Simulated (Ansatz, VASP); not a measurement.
**Ag: VASP beside Ansatz**

```
CELL_PARAMETERS angstrom
-1.73577 1.65662 1.65662
1.65662 -1.73577 1.65662
1.65662 1.65662 -1.73577
ATOMIC_POSITIONS crystal
Ag 0.00000 0.00000 0.00000
```

Alike in both runs: task single point; functional PBEsol; k mesh 22 × 22 × 22; occupations gaussian, width 0.15 eV; no spin polarisation.

```csv
,VASP,Ansatz
version,VASP 6.6.1,Ansatz 0.2.0
potentials or method,"VASP PAW PBE potentials, release 64 (Ag), cutoff 520 eV","scalar-relativistic, plane waves, PAW"
valence electrons in the cell,11,19
```

```tsv
	VASP	Ansatz	Ansatz less VASP
gap on the k mesh at the Fermi level (eV)	none	none	-
pressure (GPa)	-6.6	-6.6	+0.06
traceless stress, the component that is largest in VASP (GPa)	2.77	2.80	+0.027
```

VASP's potentials were made for PBE, not for PBEsol. A gap of «none» marks a metal or a gap that the smearing closes. With one functional, cell and mesh, what is left measures potentials, basis and numerics. VASP's potentials hold 11 valence electrons a cell and Ansatz's 19, so a difference there can come from the potentials and not from the codes.
